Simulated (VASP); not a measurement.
Write the native input for VASP 6.6.1 that does the following.

| Property | Result |
| --- | --- |
| Task | relaxation of cell and atoms |
| Functional | r2SCAN |
| Dispersion | D4 |
| Potentials or basis | VASP PAW PBE potentials, release 64 (Zn, S) |
| Cutoff | 600 eV |
| k mesh | 7 × 7 × 7 |
| Occupations | fermi-dirac, width 0.2 eV |
| Spin | no spin polarisation |
| Dipole correction | no |
| Further INCAR settings | ALGO = Normal; EDIFF = 1e-06; IBRION = 2; EDIFFG = -0.1; NSW = 80; ISIF = 3 |

ZnS:

```xyz
2
Lattice="0.0000 2.7020 2.7020 2.7020 0.0000 2.7020 2.7020 2.7020 0.0000" Properties=species:S:1:pos:R:3 pbc="T T T"
Zn    1.3510    1.3510    1.3510
S     0.0000    0.0000    0.0000
```

One way to write it, as run:

POSCAR

```
ZnS
1.0
    0.0000000000      2.7020000000      2.7020000000
    2.7020000000      0.0000000000      2.7020000000
    2.7020000000      2.7020000000      0.0000000000
Zn S
1 1
Direct
    0.2500000000      0.2500000000      0.2500000000
    0.0000000000      0.0000000000      0.0000000000
```

INCAR.step1

```
SYSTEM = ZnS
PREC     = Accurate       ! precision mode
ENCUT    = 600            ! plane-wave cutoff, eV
ISMEAR   = -1             ! smearing method
SIGMA    = 0.2            ! smearing width, eV
LREAL    = .FALSE.        ! projectors in reciprocal space
LASPH    = .TRUE.         ! aspherical terms in the spheres
NELM     = 100            ! most SCF steps
GGA      = PE             ! functional
ALGO     = Normal         ! electronic algorithm
EDIFF    = 1E-4           ! SCF threshold, eV
LWAVE    = .TRUE.         ! write WAVECAR
LCHARG   = .FALSE.        ! write CHGCAR
```

INCAR.step2

```
SYSTEM = ZnS
PREC     = Accurate       ! precision mode
ENCUT    = 600            ! plane-wave cutoff, eV
EDIFF    = 1E-6           ! SCF threshold, eV
ISMEAR   = -1             ! smearing method
SIGMA    = 0.2            ! smearing width, eV
LREAL    = .FALSE.        ! projectors in reciprocal space
LASPH    = .TRUE.         ! aspherical terms in the spheres
NELM     = 100            ! most SCF steps
ALGO     = Normal         ! electronic algorithm
ISIF     = 3              ! what is computed and relaxed
LWAVE    = .FALSE.        ! write WAVECAR
LCHARG   = .FALSE.        ! write CHGCAR
METAGGA  = R2SCAN         ! meta-GGA
LMIXTAU  = .TRUE.       
IVDW     = 13             ! dispersion correction
VDW_S6   = 1.0          
VDW_S8   = 0.6018749    
VDW_A1   = 0.51559235   
VDW_A2   = 5.77342911   
IBRION   = 2              ! ionic algorithm
NSW      = 80             ! ionic steps
EDIFFG   = -0.1           ! ionic threshold
ISTART   = 1
```

KPOINTS

```
regular mesh
0
G
  7 7 7
  0 0 0
```

Potentials or basis: VASP PAW PBE potentials, release 64 (Zn, S).

The run is started by

```bash
$ cat potpaw_PBE.64/Zn/POTCAR potpaw_PBE.64/S/POTCAR > POTCAR
$ cp INCAR.step1 INCAR
$ mpirun -np 1 vasp_std > vasp.out
$ cp INCAR.step2 INCAR
$ mpirun -np 1 vasp_std > vasp.out
```

It gave:

```
Relaxed volume                         : 19.21 Å³/atom
Relaxed cell                           : a = 3.788 Å, b = 3.788 Å, c = 3.788 Å, α = 60.00°, β = 60.00°, γ = 60.00°
Space group after relaxing (to 0.05 Å) : F-43m (No. 216)
Energy gained by relaxing              : 1.8 meV/atom
Ionic steps                            : 2
Pressure after relaxing                : 0.6 GPa
Band gap on the k mesh                 : 2.80 eV, direct
Dispersion energy per atom             : -0.118 eV
```

Caveat: the PAW data sets were made with another functional, which shifts forces and pressure a little.

Wall time 62 s on 1 thread of Intel Xeon 6975P-C (shared host), peak memory 0.2 GiB.
